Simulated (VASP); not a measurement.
# Hg (R-3m) in VASP: notebook, part 2 of 3

VASP 6.6.1. The steps go on from the part before.

### Step 3. Single point, PBE

This run uses another cell than the first one, of 22.70 Å³/atom.

INCAR

```
PREC = Accurate ; ENCUT = 500
EDIFF = 1E-6 ; ISMEAR = 0
SIGMA = 0.1 ; LREAL = False
LASPH = True ; NELM = 120
ALGO = Normal ; ISIF = 2
LWAVE = False ; LCHARG = False
GGA = PE ; NBANDS = 12
GGA_COMPAT = False
```

KPOINTS

```
regular mesh
0
Gamma
  8 8 8
```

POSCAR

```
Hg
1.0
    1.7183889119      0.9921123051      2.2190062596
   -1.7183889119      0.9921123051      2.2190062596
    0.0000000000     -1.9842246003      2.2190062596
Hg
1
Direct
    0.0000000000      0.0000000000      0.0000000000
```

Potentials or basis: VASP PAW PBE potentials, release 64 (Hg).

Launch:

```console
$ cat potpaw_PBE.64/Hg/POTCAR > POTCAR
$ mpirun -np 1 vasp_std > vasp.out
```

OUTCAR:

```text
PREC = Accurate
   ENCUT = 500
   EDIFF = 1E-6
   ISMEAR = 0
   LREAL = False
   LASPH = True
   NELM = 120
   ISIF = 2
   GGA = PE

 ion  position               nearest neighbor table
   1  0.000  0.000  0.000-

  LATTYP: Found a trigonal (rhomboedric) cell.
 ALAT       =     2.9767660379
 COS(alpha) =     0.3335255345

  Lattice vectors:

 A1 = (   1.7183889119,   0.9921123051,   2.2190062596)
 A2 = (  -1.7183889119,   0.9921123051,   2.2190062596)
 A3 = (   0.0000000000,  -1.9842246003,   2.2190062596)

Analysis of symmetry for initial positions (statically):
=====================================================================
 Subroutine PRICEL returns:
 Original cell was already a primitive cell.

 Routine SETGRP: Setting up the symmetry group for a
 trigonal (rhombohedral) supercell.

 Subroutine GETGRP returns: Found 12 space group operations
 (whereof 12 operations were pure point group operations)
 out of a pool of 12 trial point group operations.

The static configuration has the point symmetry D_3d.

[... 167 lines left out ...]
  band No.  band energies     occupation
      1      -6.3780      2.00000
      2      -4.7573      2.00000
      3      -4.7573      2.00000
      4      -3.3948      2.00000
      5      -3.2152      2.00000
      6      -3.2152      2.00000
      7      15.4279      0.00000
      8      15.9631      0.00000
      9      15.9631      0.00000
     10      20.5564      0.00000
     11      21.8323      0.00000
     12      21.8323      0.00000
[... 331 lines left out ...]
 k-point    24 :       0.3750    0.1250    0.1250
  band No.  band energies     occupation
      1      -4.9241      2.00000
      2      -4.4493      2.00000
      3      -3.8026      2.00000
      4      -3.5950      2.00000
      5      -3.5047      2.00000
      6      -2.0912      2.00000
      7       6.9288      0.00000
      8      16.8534      0.00000
      9      17.3681      0.00000
     10      18.0387      0.00000
     11      19.3299      0.00000
     12      20.7996      0.00000

 [... further k-points ...]

------------------------ aborting loop because EDIFF is reached ----------------------------------------

  FORCE on cell =-STRESS in cart. coord.  units (eV):
  Direction    XX          YY          ZZ          XY          YZ          ZX
  --------------------------------------------------------------------------------------
  -------------------------------------------------------------------------------------
  Total        1.1345918      1.1345918      1.1091241      0.0000000      0.0000000      0.0000000
  in kB       80.0862866     80.0862867     78.2886218      0.0000000      0.0000001      0.0000000
  external PRESSURE =      79.4870650 kB  Pullay stress =       0.0000000 kB

 VOLUME and BASIS-vectors are now :
 -----------------------------------------------------------------------------
  energy-cutoff  :      500.00
  volume of cell :       22.70
      direct lattice vectors                 reciprocal lattice vectors
     1.718388912  0.992112305  2.219006260     0.290970220  0.167991735  0.150217392
    -1.718388912  0.992112305  2.219006260    -0.290970220  0.167991735  0.150217392
     0.000000000 -1.984224600  2.219006260     0.000000000 -0.335983470  0.150217393

 POSITION                                       TOTAL-FORCE (eV/Angst)
 -----------------------------------------------------------------------------------
      0.00000      0.00000      0.00000        -0.000000      0.000000      0.000000
 -----------------------------------------------------------------------------------
    total drift:                                0.000000      0.000000      0.000000

  FREE ENERGIE OF THE ION-ELECTRON SYSTEM (eV)
  ---------------------------------------------------
  free  energy   TOTEN  =        -0.0636136762 eV

  energy  without entropy=       -0.0614842226  energy(sigma->0) =       -0.06254895
```

OSZICAR:

```text
N       E                     dE             d eps       ncg     rms          rms(c)
DAV:   1     0.712829844489E+02    0.71283E+02   -0.65376E+03  1664   0.938E+02
DAV:   2     0.104714784846E+01   -0.70236E+02   -0.65567E+02  1724   0.224E+02
DAV:   3    -0.104033904708E+00   -0.11512E+01   -0.11506E+01  1844   0.321E+01
DAV:   4    -0.105065477630E+00   -0.10316E-02   -0.10316E-02  1780   0.101E+00
DAV:   5    -0.105066844603E+00   -0.13670E-05   -0.13667E-05  1812   0.353E-02    0.452E+00
DAV:   6    -0.667667672521E-01    0.38300E-01   -0.92831E-02  1860   0.353E+00    0.325E+00
DAV:   7    -0.636941662590E-01    0.30726E-02   -0.15498E-02  1836   0.129E+00    0.127E+00
DAV:   8    -0.635869718067E-01    0.10719E-03   -0.16238E-03  1648   0.517E-01    0.582E-02
DAV:   9    -0.636030438222E-01   -0.16072E-04   -0.71081E-06  1840   0.286E-02    0.165E-02
DAV:  10    -0.636136859052E-01   -0.10642E-04   -0.91022E-06  1664   0.299E-02    0.204E-03
DAV:  11    -0.636136761623E-01    0.97430E-08   -0.71905E-08   920   0.250E-03
   1 F= -.63613676E-01 E0= -.62548949E-01  d E =-.212945E-02
```

It took 16 s on 1 thread of AMD EPYC 7R43 (Zen 3), shared host; peak memory 0.11 GiB.

What came out:

* Free energy: -0.0636 eV
* Pressure: 7.9 GPa
* Band gap on the k mesh: zero (bands 6 and 7 overlap by 3.45 eV)

Stress tensor (GPa, compression positive):
```
8.01 0.00 0.00
0.00 8.01 0.00
0.00 0.00 7.83
```

Caveat: the cell stands under pressure; spin-orbit coupling is left out, which moves the levels of the heavy elements.

### Step 4. Single point, PBE

This run uses another cell than the first one, of 23.39 Å³/atom.

INCAR

```
SYSTEM = Hg
PREC = Accurate ; ENCUT = 500
EDIFF = 1E-6 ; ISMEAR = 0
SIGMA = 0.1 ; LREAL = .False.
LASPH = .True. ; NELM = 120
ALGO = Normal ; ISIF = 2
LWAVE = .False. ; LCHARG = .False.
GGA = PE ; NBANDS = 12
GGA_COMPAT = .False.
```

KPOINTS

```
regular mesh
0
Gamma
  8 8 8
  0 0 0
```

POSCAR

```
Hg
1.0
    1.7357475505      1.0021343199      2.2414219814
   -1.7357475505      1.0021343199      2.2414219814
    0.0000000000     -2.0042686297      2.2414219814
Hg
1
Direct
    0.0000000000      0.0000000000      0.0000000000
```

Potentials or basis: VASP PAW PBE potentials, release 64 (Hg).

Launch:

```console
$ cat potpaw_PBE.64/Hg/POTCAR > POTCAR
$ mpirun -np 1 vasp_std > vasp.out
```

OUTCAR:

```text
SYSTEM = Hg
   PREC = Accurate
   ENCUT = 500
   EDIFF = 1E-6
   ISMEAR = 0
   LREAL = .False.
   LASPH = .True.
   NELM = 120
   ISIF = 2
   GGA = PE

 ion  position               nearest neighbor table
   1  0.000  0.000  0.000-

  LATTYP: Found a trigonal (rhomboedric) cell.
 ALAT       =     3.0068364170
 COS(alpha) =     0.3335255345

  Lattice vectors:

 A1 = (   1.7357475505,   1.0021343199,   2.2414219814)
 A2 = (  -1.7357475505,   1.0021343199,   2.2414219814)
 A3 = (   0.0000000000,  -2.0042686297,   2.2414219814)

Analysis of symmetry for initial positions (statically):
=====================================================================
 Subroutine PRICEL returns:
 Original cell was already a primitive cell.

 Routine SETGRP: Setting up the symmetry group for a
 trigonal (rhombohedral) supercell.

 Subroutine GETGRP returns: Found 12 space group operations
 (whereof 12 operations were pure point group operations)
 out of a pool of 12 trial point group operations.

The static configuration has the point symmetry D_3d.

[... 168 lines left out ...]
      1      -6.3749      2.00000
      2      -4.8701      2.00000
      3      -4.8701      2.00000
      4      -3.5823      2.00000
      5      -3.4164      2.00000
      6      -3.4164      2.00000
      7      15.0811      0.00000
      8      15.4884      0.00000
      9      15.4884      0.00000
     10      19.9781      0.00000
     11      21.2251      0.00000
     12      21.2251      0.00000
[... 331 lines left out ...]
 k-point    24 :       0.3750    0.1250    0.1250
  band No.  band energies     occupation
      1      -5.0057      2.00000
      2      -4.5783      2.00000
      3      -3.9375      2.00000
      4      -3.7725      2.00000
      5      -3.6849      2.00000
      6      -2.2854      2.00000
      7       6.5920      0.00000
      8      16.3597      0.00000
      9      16.7977      0.00000
     10      17.5896      0.00000
     11      18.8867      0.00000
     12      20.2722      0.00000

 [... further k-points ...]

------------------------ aborting loop because EDIFF is reached ----------------------------------------

  FORCE on cell =-STRESS in cart. coord.  units (eV):
  Direction    XX          YY          ZZ          XY          YZ          ZX
  --------------------------------------------------------------------------------------
  -------------------------------------------------------------------------------------
  Total        0.9060828      0.9060828      0.8310118      0.0000000      0.0000000      0.0000000
  in kB       62.0570438     62.0570439     56.9154798      0.0000000      0.0000001      0.0000000
  external PRESSURE =      60.3431891 kB  Pullay stress =       0.0000000 kB

 VOLUME and BASIS-vectors are now :
 -----------------------------------------------------------------------------
  energy-cutoff  :      500.00
  volume of cell :       23.39
      direct lattice vectors                 reciprocal lattice vectors
     1.735747550  1.002134320  2.241421981     0.288060323  0.166311705  0.148715117
    -1.735747550  1.002134320  2.241421981    -0.288060323  0.166311705  0.148715117
     0.000000000 -2.004268630  2.241421981     0.000000000 -0.332623410  0.148715118

 POSITION                                       TOTAL-FORCE (eV/Angst)
 -----------------------------------------------------------------------------------
      0.00000      0.00000      0.00000         0.000000      0.000000      0.000000
 -----------------------------------------------------------------------------------
    total drift:                                0.000000      0.000000      0.000000

  FREE ENERGIE OF THE ION-ELECTRON SYSTEM (eV)
  ---------------------------------------------------
  free  energy   TOTEN  =        -0.0941911103 eV

  energy  without entropy=       -0.0919651884  energy(sigma->0) =       -0.09307815
```

OSZICAR:

```text
N       E                     dE             d eps       ncg     rms          rms(c)
DAV:   1     0.705943203305E+02    0.70594E+02   -0.65479E+03  1640   0.940E+02
DAV:   2     0.101588552505E+01   -0.69578E+02   -0.65033E+02  1732   0.225E+02
DAV:   3    -0.131415182627E+00   -0.11473E+01   -0.11468E+01  1848   0.321E+01
DAV:   4    -0.132397519747E+00   -0.98234E-03   -0.98232E-03  1740   0.999E-01
DAV:   5    -0.132398901444E+00   -0.13817E-05   -0.13818E-05  1856   0.354E-02    0.410E+00
DAV:   6    -0.967617282520E-01    0.35637E-01   -0.88126E-02  1836   0.342E+00    0.299E+00
DAV:   7    -0.941908368022E-01    0.25709E-02   -0.13836E-02  1828   0.121E+00    0.123E+00
DAV:   8    -0.941631485932E-01    0.27688E-04   -0.14531E-03  1656   0.483E-01    0.544E-02
DAV:   9    -0.941805335458E-01   -0.17385E-04   -0.77510E-06  1820   0.297E-02    0.160E-02
DAV:  10    -0.941911473765E-01   -0.10614E-04   -0.94860E-06  1656   0.302E-02    0.165E-03
DAV:  11    -0.941911103146E-01    0.37062E-07   -0.72775E-08   904   0.246E-03
   1 F= -.94191110E-01 E0= -.93078149E-01  d E =-.222592E-02
```

stdout:

```text
POSCAR found type information on POSCAR Hg
 POSCAR found :  1 types and       1 ions
 scaLAPACK will be used
 LDA part: xc-table for (Slater+PW92), standard interpolation
 POSCAR, INCAR and KPOINTS ok, starting setup
 FFT: planning ... GRIDC
 FFT: planning ... GRID_SOFT
 FFT: planning ... GRID
 WAVECAR not read
 entering main loop
```

Wall time 14 s (1 thread of AMD EPYC 7R43 (Zen 3), shared host); peak memory 0.11 GiB.

What came out:

```yaml
Free_energy: -0.0942 eV
Pressure: 6.0 GPa
Band_gap_on_the_k_mesh: zero (bands 6 and 7 overlap by 3.32 eV)
```

Stress tensor (GPa, compression positive):
```
6.21 0.00 0.00
0.00 6.21 0.00
0.00 0.00 5.69
```

Caveat: the cell stands under pressure; spin-orbit coupling is left out, which moves the levels of the heavy elements.

(Part 2 of 3 ends here.)
